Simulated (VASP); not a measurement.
# AlAs (F-43m) in VASP: single point with PBE

Aim: the single point of AlAs with PBE.

Program: VASP 6.6.1. These are calculated values, not measurements. Logs are shortened: lines on timing, memory, paths and dates and some standing lists are left out, and cuts for length are marked.

**1. The cell of the first run**

The structure is cubic, space group F-43m (No. 216). The conventional cell has a = 5.661 Å, b = 5.661 Å, c = 5.661 Å, α = 90.00°, β = 90.00°, γ = 90.00°. Within 3.2 Å of Al (site symmetry -43m) lie 4 As at 2.45 Å. Within 3.2 Å of As (site symmetry -43m) lie 4 Al at 2.45 Å.

**2. Single point, PBE**

File INCAR:

```
SYSTEM = AlAs
PREC = Accurate
ENCUT = 500
EDIFF = 1E-6
ISMEAR = 0
SIGMA = 0.01
LREAL = .FALSE.
LASPH = .TRUE.
NELM = 120
ALGO = Normal
ISIF = 2
LWAVE = .FALSE.
LCHARG = .FALSE.
GGA = PE
NBANDS = 11
GGA_COMPAT = .FALSE.
```

File KPOINTS:

```
regular mesh
0
G
  7 7 7
  0 0 0
```

File POSCAR:

```
AlAs
1.0
    4.0027900000      0.0000000000      0.0000000000
    2.0013950000      3.4665178260      0.0000000000
    2.0013950000      1.1555059420      3.2682643492
Al As
1 1
Direct
    0.0000000000      0.0000000000      0.0000000000
    0.2500000000      0.2500000000      0.2500000000
```

Potentials or basis: VASP PAW PBE potentials, release 64 (Al, As).

Command:

```console
cat potpaw_PBE.64/Al/POTCAR potpaw_PBE.64/As/POTCAR > POTCAR
mpirun -np 1 vasp_std > vasp.out
```

OUTCAR:

```text
SYSTEM = AlAs
   PREC = Accurate
   ENCUT = 500
   EDIFF = 1E-6
   ISMEAR = 0
   LREAL = .FALSE.
   LASPH = .TRUE.
   NELM = 120
   ISIF = 2
   GGA = PE

 ion  position               nearest neighbor table
   1  0.000  0.000  0.000-   2 2.45   2 2.45   2 2.45   2 2.45
   2  0.250  0.250  0.250-   1 2.45   1 2.45   1 2.45   1 2.45

  LATTYP: Found a face centered cubic cell.
 ALAT       =     5.6607999053

  Lattice vectors:

 A1 = (   4.0027900000,   0.0000000000,   0.0000000000)
 A2 = (   2.0013950000,   3.4665178260,   0.0000000000)
 A3 = (   2.0013950000,   1.1555059420,   3.2682643492)

Analysis of symmetry for initial positions (statically):
=====================================================================
 Subroutine PRICEL returns:
 Original cell was already a primitive cell.

 Routine SETGRP: Setting up the symmetry group for a
 face centered cubic supercell.

 Subroutine GETGRP returns: Found 24 space group operations
 (whereof 24 operations were pure point group operations)
 out of a pool of 48 trial point group operations.

The static configuration has the point symmetry T_d .

Analysis of symmetry for dynamics (positions and initial velocities):
=====================================================================
 Subroutine PRICEL returns:
 Original cell was already a primitive cell.

 Routine SETGRP: Setting up the symmetry group for a
 face centered cubic supercell.

 Subroutine GETGRP returns: Found 24 space group operations
 (whereof 24 operations were pure point group operations)
 out of a pool of 48 trial point group operations.

The dynamic configuration has the point symmetry T_d .

 Subroutine INISYM returns: Found 24 space group operations
 (whereof 24 operations are pure point group operations),
 and found     1 'primitive' translations

----------------------------------------------------------------------------------------

                                     Primitive cell

  volume of cell :      45.3496

  direct lattice vectors                    reciprocal lattice vectors
     4.002790000  0.000000000  0.000000000     0.249825747 -0.144236962 -0.101990934
     2.001395000  3.466517826  0.000000000     0.000000000  0.288473924 -0.101990934
     2.001395000  1.155505942  3.268264349     0.000000000  0.000000000  0.305972802

  length of vectors
     4.002790000  4.002790000  4.002790000     0.305972802  0.305972802  0.305972802

  position of ions in fractional coordinates (direct lattice)
     0.000000000  0.000000000  0.000000000
     0.250000000  0.250000000  0.250000000

  ion indices of the primitive-cell ions
   primitive index   ion index
                 1           1
                 2           2

----------------------------------------------------------------------------------------

 KPOINTS: regular mesh

Automatic generation of k-mesh.
 Grid dimensions read from file:
 generate k-points for:    7    7    7

 Generating k-lattice:

  Cartesian coordinates                     Fractional coordinates (reciprocal lattice)
     0.035689392 -0.020605280 -0.014570133     0.142857143  0.000000000 -0.000000000
     0.000000000  0.041210561 -0.014570133     0.000000000  0.142857143 -0.000000000
     0.000000000  0.000000000  0.043710400     0.000000000  0.000000000  0.142857143

  Length of vectors
     0.043710400  0.043710400  0.043710400

  Shift w.r.t. Gamma in fractional coordinates (k-lattice)
     0.000000000  0.000000000  0.000000000

 Subroutine IBZKPT returns following result:
 ===========================================

 Found     20 irreducible k-points:

 Following reciprocal coordinates:
            Coordinates               Weight
  0.000000  0.000000  0.000000      1.000000
  0.142857 -0.000000  0.000000      8.000000
  0.285714 -0.000000 -0.000000      8.000000
  0.428571 -0.000000  0.000000      8.000000
  0.142857  0.142857  0.000000      6.000000
  0.285714  0.142857  0.000000     24.000000
[... 12 lines left out ...]
 -0.428571  0.428571  0.142857     24.000000
 -0.285714  0.428571  0.142857     24.000000
   k-points           NKPTS =     20   k-points in BZ     NKDIM =     20   number of bands    NBANDS=     11
   number of dos      NEDOS =    301   number of ions     NIONS =      2
   total plane-waves  NPLWV =  27000
   dimension x,y,z NGX =    30 NGY =   30 NGZ =   30
   dimension x,y,z NGXF=    60 NGYF=   60 NGZF=   60
   ions per type =               1   1
   NGX,Y,Z   is equivalent  to a cutoff of  12.46, 12.46, 12.46 a.u.
   NGXF,Y,Z  is equivalent  to a cutoff of  24.92, 24.92, 24.92 a.u.
 SYSTEM =  AlAs
   PREC   = accura    normal or accurate (medium, high low for compatibility)
   ISTART =      0    job   : 0-new  1-cont  2-samecut
   ICHARG =      2    charge: 1-file 2-atom 10-const
   ISPIN  =      1    spin polarized calculation?
   LNONCOLLINEAR =      F non collinear calculations
   LSORBIT =      F    spin-orbit coupling
   LASPH  =      T    aspherical Exc in radial PAW
   ENCUT  =  500.0 eV  36.75 Ry    6.06 a.u.   7.30  7.30  7.30*2*pi/ulx,y,z
   NELM   =    120;   NELMIN=  2; NELMDL= -5     # of ELM steps
   EDIFF  = 0.1E-05   stopping-criterion for ELM
   LREAL  =      F    real-space projection
   EDIFFG = 0.1E-04   stopping-criterion for IOM
   NSW    =      0    number of steps for IOM
   IBRION =     -1    ionic relax: 0-MD 1-quasi-New 2-CG
   NFREE  =      0    steps in history (QN), initial steepest desc. (CG)
   ISIF   =      2    stress and relaxation
   ISYM   =      2    0-nonsym 1-usesym 2-fastsym
   POTIM  = 0.5000    time-step for ionic-motion
   TEBEG  =    0.0;   TEEND  =   0.0 temperature during run
   PSTRESS=    0.0 pullay stress
   NELECT =       8.0000    total number of electrons
   NUPDOWN=      -1.0000    fix difference up-down
   EMIN   =  10.00;   EMAX   =-10.00  energy-range for DOS
   EFERMI =   0.00;   METHOD = LEGACY
   ISMEAR =     0;   SIGMA  =   0.01  broadening in eV -4-tet -1-fermi 0-gaus
   EFERMI_NEDOS =   21; number of points for ismear=-14 and -15
   IALGO  =     38    algorithm
   IMIX   =      4    mixing-type and parameters
     AMIX     =   0.40;   BMIX     =  1.00
     AMIX_MAG =   1.60;   BMIX_MAG =  1.00
  volume/ion in A,a.u.               =      22.67       153.02
  Fermi-wavevector in a.u.,A,eV,Ry     =   0.918150  1.735052 11.469706  0.843000
  Thomas-Fermi vector in A             =   2.043199
   LORBIT       =      0    0 simple, 1 ext, 2 COOP (PROOUT), +10 PAW based schemes
   GGA     = PE    functional components
   LHFCALC =     F    Hartree Fock is set to
   AEXX    =    0.0000 exact exchange contribution
   IVDW    =     0    specifies the selected vdW correction
   LEPSILON=     F    determine dielectric tensor
   LRPA    =     F    only Hartree local field effects (RPA)
 non-spin polarized calculation
 Gauss-broadening in eV      SIGMA  =   0.01
  energy-cutoff  :      500.00
  volume of cell :       45.35
 maximum number of plane-waves:      1173
 NGX is ok and might be reduce to    30
   NGX = 15   NGY = 15   NGZ = 15

 number of electron       8.0000000 magnetization

 Free energy of the ion-electron system (eV)
  ---------------------------------------------------
  ext. energy  EPLUGINS =         0.00000000
  ---------------------------------------------------
  free energy    TOTEN  =        -9.37066736 eV

  energy without entropy =       -9.37066736  energy(sigma->0) =       -9.37066736

 E-fermi :   4.0013     XC(G=0):  -9.0409

 val. band max:        3.8910086293   @ k =   0.0000   0.0000   0.0000
 cond. band min:       5.4346537735   @ k =   0.4286   0.4286   0.0000
 fundamental gap:      1.5436451442
 Fermi energy:         4.0012620618

 k-point     1 :       0.0000    0.0000    0.0000
  band No.  band energies     occupation
      1      -7.9738      2.00000
      2       3.8910      2.00000
      3       3.8910      2.00000
      4       3.8910      2.00000
      5       5.9518      0.00000
      6       8.1770      0.00000
      7       8.1770      0.00000
      8       8.1770      0.00000
      9      12.7611      0.00000
     10      12.9014      0.00000
     11      12.9014      0.00000

 k-point     2 :       0.1429   -0.0000    0.0000
  band No.  band energies     occupation
      1      -7.7750      2.00000
      2       2.1785      2.00000
      3       3.6875      2.00000
      4       3.6875      2.00000
      5       6.7233      0.00000
      6       8.5266      0.00000
      7       8.5266      0.00000
      8       8.7808      0.00000
      9      12.2096      0.00000
     10      12.2096      0.00000
     11      13.5893      0.00000

 k-point     3 :       0.2857   -0.0000   -0.0000
  band No.  band energies     occupation
      1      -7.2406      2.00000
      2       0.0010      2.00000
      3       3.3262      2.00000
      4       3.3262      2.00000
      5       6.3965      0.00000
      6       8.8027      0.00000
      7       8.8027      0.00000
      8      10.8664      0.00000
      9      12.4378      0.00000
     10      12.4378      0.00000
     11      13.1792      0.00000

 k-point     4 :       0.4286   -0.0000    0.0000
  band No.  band energies     occupation
      1      -6.6582      2.00000
      2      -1.4636      2.00000
      3       3.0959      2.00000
      4       3.0959      2.00000
      5       6.0767      0.00000
      6       8.6117      0.00000
      7       8.6117      0.00000
      8      11.6540      0.00000
      9      14.3506      0.00000
     10      14.3506      0.00000
     11      14.3785      0.00000

 k-point     5 :       0.1429    0.1429    0.0000
  band No.  band energies     occupation
      1      -7.7081      2.00000
      2       2.2449      2.00000
      3       3.2715      2.00000
      4       3.2715      2.00000
      5       7.3799      0.00000
      6       7.5977      0.00000
      7       9.2002      0.00000
      8       9.2002      0.00000
      9      11.0348      0.00000
     10      13.2594      0.00000
     11      14.1442      0.00000
[... 155 lines left out ...]
 k-point    17 :       0.4286    0.2857    0.1429
  band No.  band energies     occupation
      1      -6.8053      2.00000
      2      -0.3027      2.00000
      3       1.5827      2.00000
      4       2.6407      2.00000
      5       7.4893      0.00000
      6       8.2877      0.00000
      7       9.0769      0.00000
      8      10.9877      0.00000
      9      12.5308      0.00000
     10      14.9864      0.00000
     11      16.1702      0.00000

 k-point    18 :      -0.4286    0.2857    0.1429
  band No.  band energies     occupation
      1      -6.3104      2.00000
      2      -1.1597      2.00000
      3       1.0126      2.00000
      4       2.2161      2.00000
      5       7.6711      0.00000
      6       8.3389      0.00000
      7      10.1028      0.00000
      8      11.3286      0.00000
      9      12.8646      0.00000
     10      14.5054      0.00000
     11      16.3940      0.00000

 k-point    19 :      -0.4286    0.4286    0.1429
  band No.  band energies     occupation
      1      -6.1065      2.00000
      2      -1.2135      2.00000
      3       1.1002      2.00000
      4       1.4982      2.00000
      5       6.7661      0.00000
      6       7.6791      0.00000
      7      10.7405      0.00000
      8      13.1497      0.00000
      9      13.7226      0.00000
     10      15.4243      0.00000
     11      17.1598      0.00000

 k-point    20 :      -0.2857    0.4286    0.1429
  band No.  band energies     occupation
      1      -6.0233      2.00000
      2      -1.2012      2.00000
      3       0.5075      2.00000
      4       1.5754      2.00000
      5       7.4023      0.00000
      6       9.4345      0.00000
      7      10.2180      0.00000
      8      10.7068      0.00000
      9      13.5381      0.00000
     10      14.8796      0.00000
     11      17.5727      0.00000

------------------------ aborting loop because EDIFF is reached ----------------------------------------

  FORCE on cell =-STRESS in cart. coord.  units (eV):
  Direction    XX          YY          ZZ          XY          YZ          ZX
  --------------------------------------------------------------------------------------
  -------------------------------------------------------------------------------------
  Total        0.7851585      0.7851585      0.7851585     -0.0000000     -0.0000000     -0.0000000
  in kB       27.7392375     27.7392375     27.7392375     -0.0000000     -0.0000000     -0.0000000
  external PRESSURE =      27.7392375 kB  Pullay stress =       0.0000000 kB

 VOLUME and BASIS-vectors are now :
 -----------------------------------------------------------------------------
  energy-cutoff  :      500.00
  volume of cell :       45.35
      direct lattice vectors                 reciprocal lattice vectors
     4.002790000  0.000000000  0.000000000     0.249825747 -0.144236962 -0.101990934
     2.001395000  3.466517826  0.000000000     0.000000000  0.288473924 -0.101990934
     2.001395000  1.155505942  3.268264349     0.000000000  0.000000000  0.305972802

 POSITION                                       TOTAL-FORCE (eV/Angst)
 -----------------------------------------------------------------------------------
      0.00000      0.00000      0.00000         0.000000      0.000000      0.000000
      2.00140      1.15551      0.81707        -0.000000     -0.000000     -0.000000
 -----------------------------------------------------------------------------------
    total drift:                               -0.000000     -0.000000      0.000000

  FREE ENERGIE OF THE ION-ELECTRON SYSTEM (eV)
  ---------------------------------------------------
  free  energy   TOTEN  =        -9.3706673628 eV

  energy  without entropy=       -9.3706673628  energy(sigma->0) =       -9.37066736
```

Run time: 20 s. Hardware: 1 thread of AMD EPYC 7R13, shared host; peak memory 0.14 GiB.

Results:

| Property | Result |
| --- | --- |
| Free energy | -9.3707 eV |
| Pressure | 2.8 GPa |
| Band gap on the k mesh | 1.54 eV, indirect (least direct gap 2.06 eV) |

Levels at points of the mesh, in eV from the valence-band top:
| k point | band 2 | band 3 | band 4 | band 5 | band 6 | band 7 |
| --- | --- | --- | --- | --- | --- | --- |
| (0.00, 0.00, 0.00) | 0.00 | 0.00 | 0.00 | 2.06 | 4.29 | 4.29 |

A k mesh can miss the band edges. A hybrid or GW would open this gap; PBE tends to underestimate it.
